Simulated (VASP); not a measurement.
# RbBr (I4/mmm) in VASP: single point with HSE06

Aim: the single point of RbBr with HSE06.

Everything below comes from runs of VASP 6.6.1. Logs are shortened: lines on timing, memory, paths and dates and some standing lists are left out, and cuts for length are marked.

## 1. The cell of the first run

Symmetry: I4/mmm, No. 139, tetragonal system. Conventional cell: a = 4.635 Å, b = 4.635 Å, c = 6.922 Å, α = 90.00°, β = 90.00°, γ = 90.00°. Rb (site symmetry 4/mmm) has 6 Br at 3.28 to 3.46 Å within 4.3 Å. Within 4.3 Å of Br (site symmetry 4/mmm) lie 6 Rb at 3.28 to 3.46 Å.

## 2. Single point, HSE06 (biaxial xy strain -5.3%)

File POSCAR:

```
RbBr
1.0
    0.0000000000      3.2777540321      3.4608320474
    3.2777540321      0.0000000000      3.4608320474
    3.2777540321      3.2777540321      0.0000000000
Rb Br
1 1
Direct
    0.0000000000      0.0000000000      0.0000000000
    0.5000000000      0.5000000000      0.5000000000
```

File INCAR.step1:

```
  ALGO = Normal
  EDIFF = 1E-5
  ENCUT = 520
  GGA = PE
  ISIF = 2
  ISMEAR = 0
  LASPH = T
  LCHARG = F
  LREAL = F
  LWAVE = T
  NBANDS = 15
  NELM = 80
  PREC = Accurate
  SIGMA = 0.01
```

File INCAR.step2:

```
  ALGO = Normal
  EDIFF = 1E-7
  ENCUT = 520
  GGA = PE
  HFSCREEN = 0.2079
  ISIF = 2
  ISMEAR = 0
  ISTART = 1
  LASPH = T
  LCHARG = F
  LHFCALC = T
  LREAL = F
  LWAVE = F
  NBANDS = 15
  NELM = 80
  PREC = Accurate
  PRECFOCK = Normal
  SIGMA = 0.01
```

File KPOINTS:

```
k-points
0
Gamma
  4 4 4
```

Potentials or basis: VASP PAW PBE potentials, release 64 (Rb_sv, Br).

On the command line:

```
$ cat potpaw_PBE.64/Rb_sv/POTCAR potpaw_PBE.64/Br/POTCAR > POTCAR
$ cp INCAR.step1 INCAR
$ mpirun -np 1 vasp_std > vasp.out
$ cp INCAR.step2 INCAR
$ mpirun -np 1 vasp_std > vasp.out
```

OUTCAR:

```text
EDIFF = 1E-7
   ENCUT = 520
   GGA = PE
   HFSCREEN = 0.2079
   ISIF = 2
   ISMEAR = 0
   ISTART = 1
   LASPH = T
   LHFCALC = T
   LREAL = F
   NELM = 80
   PREC = Accurate
   PRECFOCK = Normal

 ion  position               nearest neighbor table
   1  0.000  0.000  0.000-   2 3.28   2 3.28   2 3.28   2 3.28   2 3.46   2 3.46
   2  0.500  0.500  0.500-   1 3.28   1 3.28   1 3.28   1 3.28   1 3.46   1 3.46

  LATTYP: Found a body centered tetragonal cell.
 ALAT       =     4.6354442063
 C/A-ratio  =     1.4932040570

  Lattice vectors:

 A1 = (  -3.2777540321,   0.0000000000,   3.4608320474)
 A2 = (   3.2777540321,   0.0000000000,   3.4608320474)
 A3 = (   0.0000000000,   3.2777540321,  -3.4608320474)

Analysis of symmetry for initial positions (statically):
=====================================================================
 Subroutine PRICEL returns:
 Original cell was already a primitive cell.

 Routine SETGRP: Setting up the symmetry group for a
 body centered tetragonal supercell.

 Subroutine GETGRP returns: Found 16 space group operations
 (whereof 16 operations were pure point group operations)
 out of a pool of 16 trial point group operations.

The static configuration has the point symmetry D_4h.

Analysis of symmetry for dynamics (positions and initial velocities):
=====================================================================
 Subroutine PRICEL returns:
 Original cell was already a primitive cell.

 Routine SETGRP: Setting up the symmetry group for a
 body centered tetragonal supercell.

 Subroutine GETGRP returns: Found 16 space group operations
 (whereof 16 operations were pure point group operations)
 out of a pool of 16 trial point group operations.

The dynamic configuration has the point symmetry D_4h.

 Subroutine INISYM returns: Found 16 space group operations
 (whereof 16 operations are pure point group operations),
 and found     1 'primitive' translations

----------------------------------------------------------------------------------------

                                     Primitive cell

  volume of cell :      74.3641

  direct lattice vectors                    reciprocal lattice vectors
     0.000000000  3.277754032  3.460832047    -0.152543478  0.152543478  0.144473928
     3.277754032  0.000000000  3.460832047     0.152543478 -0.152543478  0.144473928
     3.277754032  3.277754032  0.000000000     0.152543478  0.152543478 -0.144473928

  length of vectors
     4.766658154  4.766658154  4.635444206     0.259637711  0.259637711  0.259637711

  position of ions in fractional coordinates (direct lattice)
     0.000000000  0.000000000  0.000000000
     0.500000000  0.500000000  0.500000000

  ion indices of the primitive-cell ions
   primitive index   ion index
                 1           1
                 2           2

----------------------------------------------------------------------------------------

 KPOINTS: k-points

Automatic generation of k-mesh.
 Grid dimensions read from file:
 generate k-points for:    4    4    4

 Generating k-lattice:

  Cartesian coordinates                     Fractional coordinates (reciprocal lattice)
    -0.038135869  0.038135869  0.036118482     0.250000000  0.000000000  0.000000000
     0.038135869 -0.038135869  0.036118482     0.000000000  0.250000000  0.000000000
     0.038135869  0.038135869 -0.036118482     0.000000000  0.000000000  0.250000000

  Length of vectors
     0.064909428  0.064909428  0.064909428

  Shift w.r.t. Gamma in fractional coordinates (k-lattice)
     0.000000000  0.000000000  0.000000000

 Subroutine IBZKPT returns following result:
 ===========================================

 Found     13 irreducible k-points:

 Following reciprocal coordinates:
            Coordinates               Weight
  0.000000  0.000000  0.000000      1.000000
  0.250000  0.000000  0.000000      8.000000
  0.500000  0.000000  0.000000      4.000000
  0.250000  0.250000  0.000000      2.000000
  0.500000  0.250000  0.000000      8.000000
 -0.250000  0.250000  0.000000      4.000000
  0.500000  0.500000  0.000000      1.000000
  0.250000  0.000000  0.250000      4.000000
  0.500000  0.000000  0.250000     16.000000
 -0.250000  0.000000  0.250000      8.000000
 -0.250000  0.500000  0.250000      4.000000
  0.500000  0.000000  0.500000      2.000000
 -0.250000  0.250000  0.500000      2.000000
   k-points           NKPTS =     13   k-points in BZ     NKDIM =     64   number of bands    NBANDS=     15
   number of dos      NEDOS =    301   number of ions     NIONS =      2
   total plane-waves  NPLWV =  46656
   dimension x,y,z NGX =    36 NGY =   36 NGZ =   36
   dimension x,y,z NGXF=    72 NGYF=   72 NGZF=   72
   ions per type =               1   1
   NGX,Y,Z   is equivalent  to a cutoff of  12.56, 12.56, 12.91 a.u.
   NGXF,Y,Z  is equivalent  to a cutoff of  25.11, 25.11, 25.82 a.u.
 SYSTEM =  unknown system
   PREC   = accura    normal or accurate (medium, high low for compatibility)
   ISTART =      1    job   : 0-new  1-cont  2-samecut
   ICHARG =      0    charge: 1-file 2-atom 10-const
   ISPIN  =      1    spin polarized calculation?
   LNONCOLLINEAR =      F non collinear calculations
   LSORBIT =      F    spin-orbit coupling
   LASPH  =      T    aspherical Exc in radial PAW
   ENCUT  =  520.0 eV  38.22 Ry    6.18 a.u.   8.86  8.86  8.62*2*pi/ulx,y,z
   NELM   =     80;   NELMIN=  2; NELMDL=  0     # of ELM steps
   EDIFF  = 0.1E-06   stopping-criterion for ELM
   LREAL  =      F    real-space projection
   EDIFFG = 0.1E-05   stopping-criterion for IOM
   NSW    =      0    number of steps for IOM
   IBRION =     -1    ionic relax: 0-MD 1-quasi-New 2-CG
   NFREE  =      0    steps in history (QN), initial steepest desc. (CG)
   ISIF   =      2    stress and relaxation
   ISYM   =      3    0-nonsym 1-usesym 2-fastsym
   POTIM  = 0.5000    time-step for ionic-motion
   TEBEG  =    0.0;   TEEND  =   0.0 temperature during run
   PSTRESS=    0.0 pullay stress
   NELECT =      16.0000    total number of electrons
   NUPDOWN=      -1.0000    fix difference up-down
   EMIN   =  10.00;   EMAX   =-10.00  energy-range for DOS
   EFERMI =   0.00;   METHOD = LEGACY
   ISMEAR =     0;   SIGMA  =   0.01  broadening in eV -4-tet -1-fermi 0-gaus
   EFERMI_NEDOS =   21; number of points for ismear=-14 and -15
   IALGO  =     38    algorithm
   IMIX   =      1    mixing-type and parameters
     AMIX     =   0.40;   BMIX     =  1.00
     AMIX_MAG =   1.60;   BMIX_MAG =  1.00
  volume/ion in A,a.u.               =      37.18       250.92
  Fermi-wavevector in a.u.,A,eV,Ry     =   0.980981  1.853785 13.093198  0.962323
  Thomas-Fermi vector in A             =   2.111952
   LORBIT       =      0    0 simple, 1 ext, 2 COOP (PROOUT), +10 PAW based schemes
   GGA     = PE    functional components
   LHFCALC =     T    Hartree Fock is set to
   PRECFOCK=normal    Normal, Fast or Accurate (Low or Medium for compatibility)
   ENCUT4O =  -1.0   cutoff for four orbital integrals eV
   NKREDX  =     1    reduce k-point grid by
   NKREDY  =     1    reduce k-point grid by
   NKREDZ  =     1    reduce k-point grid by
   AEXX    =    0.2500 exact exchange contribution
   HFSCREEN=    0.2079 screening length (either q_TF or 0.3 A-1)
   HFSCREENC=   0.2079 screening length for correlation (either q_TF or 0.3 A-1)
   ENCUTFOCK=  -1.0 apply spherical cutoff to Coloumb kernel
   IVDW    =     0    specifies the selected vdW correction
   LEPSILON=     F    determine dielectric tensor
   LRPA    =     F    only Hartree local field effects (RPA)
 non-spin polarized calculation
 Gauss-broadening in eV      SIGMA  =   0.01
  energy-cutoff  :      520.00
  volume of cell :       74.36
 maximum number of plane-waves:      2044
  NGX = 28; NGY = 28; NGZ = 28

 number of electron      15.9999999 magnetization

 Free energy of the ion-electron system (eV)
  ---------------------------------------------------
  ext. energy  EPLUGINS =         0.00000000
  ---------------------------------------------------
  free energy    TOTEN  =        -6.98567087 eV

  energy without entropy =       -6.98567087  energy(sigma->0) =       -6.98567087

 E-fermi :  -2.1858     XC(G=0):  -6.3272

 val. band max:       -2.2781092222   @ k =   0.0000   0.0000   0.0000
 cond. band min:       3.4273116535   @ k =   0.0000   0.0000   0.0000
 fundamental gap:      5.7054208758
 Fermi energy:        -2.1857598834

 k-point     1 :       0.0000    0.0000    0.0000
  band No.  band energies     occupation
      1     -28.2378      2.00000
      2     -15.6097      2.00000
      3     -11.1723      2.00000
      4     -11.1723      2.00000
      5     -11.1478      2.00000
      6      -2.3623      2.00000
      7      -2.2781      2.00000
      8      -2.2781      2.00000
      9       3.4273      0.00000
     10       6.0247      0.00000
     11       6.3798      0.00000
     12       6.3798      0.00000
     13       7.1582      0.00000
     14       7.4385      0.00000
     15      10.0285      0.00000

 k-point     2 :       0.2500    0.0000    0.0000
  band No.  band energies     occupation
      1     -28.2295      2.00000
      2     -15.6462      2.00000
      3     -11.1645      2.00000
      4     -11.1641      2.00000
      5     -11.1111      2.00000
      6      -2.9664      2.00000
      7      -2.5591      2.00000
      8      -2.5369      2.00000
      9       4.7861      0.00000
     10       6.1387      0.00000
     11       6.9905      0.00000
     12       7.1705      0.00000
     13       8.1727      0.00000
     14       8.5238      0.00000
     15      11.9426      0.00000

 k-point     3 :       0.5000    0.0000    0.0000
  band No.  band energies     occupation
      1     -28.2213      2.00000
      2     -15.6819      2.00000
      3     -11.1771      2.00000
      4     -11.1563      2.00000
      5     -11.0526      2.00000
      6      -3.4934      2.00000
      7      -2.7740      2.00000
      8      -2.7621      2.00000
      9       5.8578      0.00000
     10       6.9497      0.00000
     11       8.8621      0.00000
     12       8.8870      0.00000
     13       9.2480      0.00000
     14       9.6265      0.00000
     15      10.3897      0.00000

 k-point     4 :       0.2500    0.2500    0.0000
  band No.  band energies     occupation
      1     -28.2287      2.00000
      2     -15.6002      2.00000
      3     -11.2156      2.00000
      4     -11.2156      2.00000
      5     -11.1829      2.00000
      6      -2.9846      2.00000
      7      -2.3678      2.00000
      8      -2.3678      2.00000
      9       4.9671      0.00000
     10       5.0296      0.00000
     11       7.8653      0.00000
     12       7.9146      0.00000
     13       7.9146      0.00000
     14       8.5314      0.00000
     15      11.4255      0.00000
[... 109 lines left out ...]
 k-point    11 :      -0.2500    0.5000    0.2500
  band No.  band energies     occupation
      1     -28.2173      2.00000
      2     -15.5904      2.00000
      3     -11.3516      2.00000
      4     -11.3196      2.00000
      5     -11.1021      2.00000
      6      -2.9562      2.00000
      7      -2.7713      2.00000
      8      -2.6443      2.00000
      9       6.0958      0.00000
     10       6.1857      0.00000
     11       7.5706      0.00000
     12       8.0163      0.00000
     13      10.2564      0.00000
     14      10.6961      0.00000
     15      11.0375      0.00000

 k-point    12 :       0.5000    0.0000    0.5000
  band No.  band energies     occupation
      1     -28.2154      2.00000
      2     -15.5349      2.00000
      3     -11.4445      2.00000
      4     -11.3078      2.00000
      5     -11.2399      2.00000
      6      -2.7738      2.00000
      7      -2.5358      2.00000
      8      -2.4679      2.00000
      9       4.3387      0.00000
     10       6.4529      0.00000
     11       8.5591      0.00000
     12       8.6139      0.00000
     13       8.9886      0.00000
     14       9.9795      0.00000
     15      10.6039      0.00000

 k-point    13 :      -0.2500    0.2500    0.5000
  band No.  band energies     occupation
      1     -28.2153      2.00000
      2     -15.5582      2.00000
      3     -11.3762      2.00000
      4     -11.3762      2.00000
      5     -11.1510      2.00000
      6      -2.8446      2.00000
      7      -2.6481      2.00000
      8      -2.6481      2.00000
      9       5.9097      0.00000
     10       5.9097      0.00000
     11       7.7642      0.00000
     12       8.2142      0.00000
     13      10.1338      0.00000
     14      10.1596      0.00000
     15      10.6427      0.00000

------------------------ aborting loop because EDIFF is reached ----------------------------------------

  FORCE on cell =-STRESS in cart. coord.  units (eV):
  Direction    XX          YY          ZZ          XY          YZ          ZX
  --------------------------------------------------------------------------------------
  -------------------------------------------------------------------------------------
  Total        1.5467721      1.5467721      0.4018041      0.0000000      0.0000000     -0.0000000
  in kB       33.3252697     33.3252697      8.6568869      0.0000000      0.0000000     -0.0000000
  external PRESSURE =      25.1024755 kB  Pullay stress =       0.0000000 kB

 VOLUME and BASIS-vectors are now :
 -----------------------------------------------------------------------------
  energy-cutoff  :      520.00
  volume of cell :       74.36
      direct lattice vectors                 reciprocal lattice vectors
     0.000000000  3.277754032  3.460832047    -0.152543478  0.152543478  0.144473928
     3.277754032  0.000000000  3.460832047     0.152543478 -0.152543478  0.144473928
     3.277754032  3.277754032  0.000000000     0.152543478  0.152543478 -0.144473928

 POSITION                                       TOTAL-FORCE (eV/Angst)
 -----------------------------------------------------------------------------------
      0.00000      0.00000      0.00000         0.000000      0.000000     -0.000000
      3.27775      3.27775      3.46083         0.000000     -0.000000      0.000000
 -----------------------------------------------------------------------------------
    total drift:                                0.000000     -0.000000      0.000000

  FREE ENERGIE OF THE ION-ELECTRON SYSTEM (eV)
  ---------------------------------------------------
  free  energy   TOTEN  =        -6.9856708717 eV

  energy  without entropy=       -6.9856708717  energy(sigma->0) =       -6.98567087
```

It took 17 min on 1 thread of Intel Xeon Platinum 8259CL at 2.50GHz (Skylake/Cascade Lake), shared host; peak memory 0.32 GiB.

Results:

| Property | Result |
| --- | --- |
| Free energy | -6.9857 eV |
| Pressure | 2.5 GPa |
| Band gap on the k mesh | 5.71 eV |

Stress tensor (GPa, compression positive):
```
3.33 0.00 0.00
0.00 3.33 0.00
0.00 0.00 0.87
```

Levels at points of the mesh, in eV from the valence-band top:
```tsv
k point	band 4	band 5	band 6	band 7	band 8	band 9	band 10	band 11	band 12	band 13
(0.00, 0.00, 0.00)	-8.89	-8.87	-0.08	0.00	0.00	5.71	8.30	8.66	8.66	9.44
(0.50, 0.00, 0.00)	-8.88	-8.77	-1.22	-0.50	-0.48	8.14	9.23	11.14	11.17	11.53
(0.50, 0.50, 0.00)	-8.98	-8.98	-0.64	-0.15	-0.15	6.68	8.72	10.69	10.71	11.19
(0.50, 0.00, 0.50)	-9.03	-8.96	-0.50	-0.26	-0.19	6.62	8.73	10.84	10.89	11.27
```

Caveat: the cell differs from its parent crystal (biaxial xy strain -5.3%); the PAW data sets were made with another functional, which shifts forces and pressure a little.
